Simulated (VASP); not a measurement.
Input of a VASP 6.6.1 run:

File POSCAR:

```
BaTiO3
1.0
    3.9998000000      0.0000000000      0.0000000000
    0.0000000000      3.9998000000      0.0000000000
    0.0000000000      0.0000000000      4.0180000000
Ba Ti O
1 1 3
Direct
    0.0000000000      0.0000000000      0.0002284293
    0.5000000000      0.5000000000      0.4849138950
    0.5000000000      0.5000000000      0.0268972184
    0.5000000000      0.0000000000      0.5154802286
    0.0000000000      0.5000000000      0.5154802286
```

INCAR.step1

```
PREC = Accurate
ENCUT = 520
ISMEAR = 0
SIGMA = 0.02
LREAL = F
LASPH = T
NELM = 60
NBANDS = 28
GGA = PE
ALGO = Normal
EDIFF = 1E-4
LWAVE = T
LCHARG = F
```

The input INCAR.step2:

```
PREC = Accurate
ENCUT = 520
EDIFF = 1E-6
ISMEAR = 0
SIGMA = 0.02
LREAL = F
LASPH = T
NELM = 60
ALGO = Normal
ISIF = 2
LWAVE = F
LCHARG = F
METAGGA = R2SCAN
LMIXTAU = T
NBANDS = 28
ISTART = 1
```

KPOINTS

```
Automatic mesh
0
Gamma
  8 8 8
```

Potentials or basis: VASP PAW PBE potentials, release 64 (Ba_sv, Ti_sv, O).

Command:

```sh
$ cat potpaw_PBE.64/Ba_sv/POTCAR potpaw_PBE.64/Ti_sv/POTCAR potpaw_PBE.64/O/POTCAR > POTCAR
$ cp INCAR.step1 INCAR
$ mpirun -np 1 vasp_std > vasp.out
$ cp INCAR.step2 INCAR
$ mpirun -np 1 vasp_std > vasp.out
```

**Question.** Predict the pressure.

**Answer.** 2.2 GPa.

**Question.** What does it give for the band gap on the k mesh?

**Answer.** 2.19 eV (least direct gap 2.56 eV).

Stress tensor (GPa, compression positive):
```
1.15 0.00 0.00
0.00 1.15 0.00
0.00 0.00 4.19
```

Caveat: the PAW data sets were made with another functional, which shifts forces and pressure a little; spin-orbit coupling is left out, which moves the levels of the heavy elements. A k mesh can miss the band edges.
